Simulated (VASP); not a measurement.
Wanted: the native input for a VASP 6.6.1 run.

- Task: relaxation of cell and atoms
- Functional: r2SCAN
- Potentials or basis: VASP PAW PBE potentials, release 64 (Mg, O)
- Cutoff: 600 eV
- k mesh: 10 × 10 × 10
- Occupations: gaussian, width 0.02 eV
- Spin: no spin polarisation
- Dipole correction: no
- Further INCAR settings: ALGO = Normal; EDIFF = 1e-07; IBRION = 2; EDIFFG = -0.005; NSW = 100; ISIF = 3

Crystal: MgO.

```
CELL_PARAMETERS angstrom
0.00000 2.09700 2.09700
2.09700 0.00000 2.09700
2.09700 2.09700 0.00000
ATOMIC_POSITIONS crystal
Mg 0.00000 0.00000 0.00000
O 0.50000 0.50000 0.50000
```

One way to write it, as run:

POSCAR

```
MgO
1.0
    0.0000000000      2.0970013927      2.0970013927
    2.0970013927      0.0000000000      2.0970013927
    2.0970013927      2.0970013927      0.0000000000
Mg O
1 1
Direct
    0.0000000000      0.0000000000      0.0000000000
    0.5000000000      0.5000000000      0.5000000000
```

INCAR.step1

```
ALGO     = Normal         # electronic algorithm
EDIFF    = 1E-4           # SCF threshold, eV
ENCUT    = 600            # plane-wave cutoff, eV
GGA      = PE             # functional
ISMEAR   = 0              # smearing method
LASPH    = T              # aspherical terms in the spheres
LCHARG   = F              # write CHGCAR
LREAL    = F              # projectors in reciprocal space
LWAVE    = T              # write WAVECAR
NELM     = 60             # most SCF steps
PREC     = Accurate       # precision mode
SIGMA    = 0.02           # smearing width, eV
```

INCAR.step2

```
ALGO     = Normal         # electronic algorithm
EDIFF    = 1E-7           # SCF threshold, eV
EDIFFG   = -0.005         # ionic threshold
ENCUT    = 600            # plane-wave cutoff, eV
IBRION   = 2              # ionic algorithm
ISIF     = 3              # what is computed and relaxed
ISMEAR   = 0              # smearing method
ISTART   = 1            
LASPH    = T              # aspherical terms in the spheres
LCHARG   = F              # write CHGCAR
LMIXTAU  = T            
LREAL    = F              # projectors in reciprocal space
LWAVE    = F              # write WAVECAR
METAGGA  = R2SCAN         # meta-GGA
NELM     = 60             # most SCF steps
NSW      = 100            # ionic steps
PREC     = Accurate       # precision mode
SIGMA    = 0.02           # smearing width, eV
```

KPOINTS

```
k-points
0
Gamma
  10 10 10
```

Potentials or basis: VASP PAW PBE potentials, release 64 (Mg, O).

Run with:

```console
$ cat potpaw_PBE.64/Mg/POTCAR potpaw_PBE.64/O/POTCAR > POTCAR
$ cp INCAR.step1 INCAR
$ mpirun -np 1 vasp_std > vasp.out
$ cp INCAR.step2 INCAR
$ mpirun -np 1 vasp_std > vasp.out
```

Results of the run:

The relaxed volume is 9.21 Å³/atom and the relaxed cell is a = 2.965 Å, b = 2.965 Å, c = 2.965 Å, α = 60.00°, β = 60.00°, γ = 60.00°. The space group after relaxing (to 0.05 Å) is Fm-3m (No. 225) and the energy gained by relaxing is 0.0 meV/atom. The ionic steps are 2, the pressure after relaxing is 0.0 GPa and the band gap on the k mesh is 5.75 eV, direct.

Caveat: the PAW data sets were made with another functional, which shifts forces and pressure a little.

Wall time 32 s on 1 thread of Intel(R) Xeon(R) Platinum 8488C (Sapphire Rapids), with other jobs on the host, peak memory 0.15 GiB.
